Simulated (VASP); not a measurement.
In3Se:

```
CELL_PARAMETERS angstrom
4.80376 0.00000 0.00000
0.00000 4.80376 0.00000
0.00000 0.00000 4.80376
ATOMIC_POSITIONS crystal
In 0.50000 0.50000 0.00000
In 0.50000 0.00000 0.50000
In 0.00000 0.50000 0.50000
Se 0.00000 0.00000 0.00000
```

Base run:

| Property | Result |
| --- | --- |
| Program | VASP 6.6.1 |
| Functional | PBEsol |
| Potentials or basis | VASP PAW PBE potentials, release 64 (In_d, Se) |
| Cutoff | 520 eV |
| k mesh | 6 × 6 × 6 |
| Occupations | fermi-dirac, width 0.05 eV |
| Spin | no spin polarisation |

Its results: pressure -3.0 GPa.

The run is repeated on the same cell with these changes: dispersion from none to D3(BJ). What comes out?

Pressure -4.9 GPa.

Dispersion adds attraction, which lowers the pressure at fixed volume and, as a term added to the energy, leaves the levels alone.

Caveats: the PAW data sets were made with another functional, which shifts forces and pressure a little; spin-orbit coupling is left out, which moves the levels of the heavy elements; three body term missing (some runs); pairwise dispersion overbinds metals, which lowers pressure and volume (some runs).
